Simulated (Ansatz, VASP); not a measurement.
**SnSe: VASP beside Ansatz**

The input INCAR:

```
PREC = Accurate
ENCUT = 520
EDIFF = 1E-8
ISMEAR = -1
SIGMA = 0.02
LREAL = False
LASPH = True
NELM = 80
ALGO = Normal
ISIF = 2
LWAVE = False
LCHARG = False
GGA = PE
LEFG = True
NBANDS = 17
```

KPOINTS

```
regular mesh
0
Gamma
  9 9 9
```

Contents of POSCAR:

```
SnSe
1.0
   -0.0301000000      2.9949500000      2.9949500000
    2.9949500000     -0.0301000000      2.9949500000
    2.9949500000      2.9949500000     -0.0301000000
Sn Se
1 1
Direct
    0.0000000000      0.0000000000      0.0000000000
    0.5000000000      0.5000000000      0.5000000000
```

Input for Ansatz:

```yaml
crystal:
  lattice:
    - [-0.0301, 2.99495, 2.99495]
    - [2.99495, -0.0301, 2.99495]
    - [2.99495, 2.99495, -0.0301]
  atoms:
    - { symbol: Sn, position: [0.0, 0.0, 0.0] }
    - { symbol: Se, position: [0.5, 0.5, 0.5] }
kpoints:
  mp_grid: { grid: [9, 9, 9] }
scf:
  occupations: { method: fermi_dirac, width: 0.02 }
hamiltonian:
  xc: pbe
  pseudopotentials: { kind: all_electron, datasets: crystal }
output:
  forces: true
  stress: true
  eigenvalues: true
  efg: { contact_densities: true }
```

Change from the starting cell: equal xy, yz and zx shear strains of -1 %, crystal datasets.

Alike in both runs: task electric field gradients; functional PBE; k mesh 9 × 9 × 9; occupations fermi-dirac, width 0.02 eV; no spin polarisation.

|  | VASP | Ansatz |
| --- | --- | --- |
| version | VASP 6.6.1 | Ansatz 0.2.0 |
| potentials or method | VASP PAW PBE potentials, release 64 (Sn_d, Se), cutoff 520 eV | all-electron PAW with datasets made for the crystal, scalar-relativistic |

VASP gave:

- pressure (GPa): 1.0
- traceless stress, the component that is largest in VASP (GPa): 0.18
- size of Vzz on the site where it differs most (V/Å²): 0.2

Problem. What did Ansatz give for the same quantities?

Solution. Pressure (GPa): 1.0; traceless stress, the component that is largest in VASP (GPa): 0.18; size of Vzz on the site where it differs most (V/Å²): 0.6.

Ansatz ran all-electron here, and VASP with PAW potentials.
